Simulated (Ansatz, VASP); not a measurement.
**One calculation of LiNbO3, two programs**

```
CELL_PARAMETERS angstrom
2.57525 1.48682 4.62473
-2.57525 1.48682 4.62473
0.00000 -2.97364 4.62473
ATOMIC_POSITIONS crystal
Li 0.28030 0.28030 0.28030
Li 0.78030 0.78030 0.78030
Nb 0.00006 0.00006 0.00006
Nb 0.50006 0.50006 0.50006
O 0.11165 0.35879 0.72087
O 0.72087 0.11165 0.35879
O 0.35879 0.72087 0.11165
O 0.22087 0.85879 0.61165
O 0.85879 0.61165 0.22087
O 0.61165 0.22087 0.85879
```

Alike in both runs: task relaxation of cell and atoms; functional PBEsol; k mesh 6 × 6 × 6; occupations gaussian, width 0.02 eV; no spin polarisation.

```csv
,VASP,Ansatz
version,VASP 6.6.1,Ansatz 0.2.0
potentials or method,"VASP PAW PBE potentials, release 64 (Li_sv, Nb_sv, O), cutoff 600 eV","scalar-relativistic, plane waves, PAW"
valence electrons in the cell,68,68
```

```csv
,VASP,Ansatz,Ansatz less VASP
"gap on the k mesh at the Fermi level, each at its own relaxed structure (eV)",3.49,3.52,+0.035
relaxed volume (Å³/atom),10.49,10.52,+0.037
relaxed cell length with the largest relative difference (Å),5.472,5.480,+0.0077
```

VASP's potentials were made for PBE, not for PBEsol.

Noted on VASP's run: the cutoff is short for stress, so the pressure is rough.
